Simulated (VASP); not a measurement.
Crystal: In2PN.

```
N In P
1.0
     3.91856    0.00000    0.00000
     0.00000    3.91856    0.00000
     0.00000    0.00000    5.50633
N In P
1 2 1
Direct
  0.00000 0.00000 0.00000
  0.00000 0.50000 0.79113
  0.50000 0.00000 0.20887
  0.50000 0.50000 0.50000
```

This cell differs from its parent crystal: strain +1.5%.

Base run:

| Property | Result |
| --- | --- |
| Program | VASP 6.6.1 |
| Functional | r2SCAN |
| Potentials or basis | VASP PAW PBE potentials, release 64 (N, In_d, P) |
| Cutoff | 520 eV |
| k mesh | 6 × 6 × 6 |
| Occupations | fermi-dirac, width 0.02 eV |
| Spin | no spin polarisation |

Its results: band gap on the k mesh zero (filled and empty bands touch); pressure -3.7 GPa; largest force 0.058 eV/Å.

Q: The run is repeated on the same cell with these changes: functional from r2SCAN to PBE; further incar settings from ALGO = Normal; EDIFF = 1e-07; NBANDS = 26 to ALGO = Normal; EDIFF = 1e-06; NBANDS = 26. What comes out?

A: Band gap on the k mesh zero (filled and empty bands touch); pressure -1.1 GPa; largest force 0.069 eV/Å.

Caveats: semilocal functionals underestimate gaps, and a narrow one can read as zero; spin-orbit coupling is left out, which moves the levels of the heavy elements; the cell stands under tension (at least some runs); the PAW data sets were made with another functional, which shifts forces and pressure a little (at least some runs).
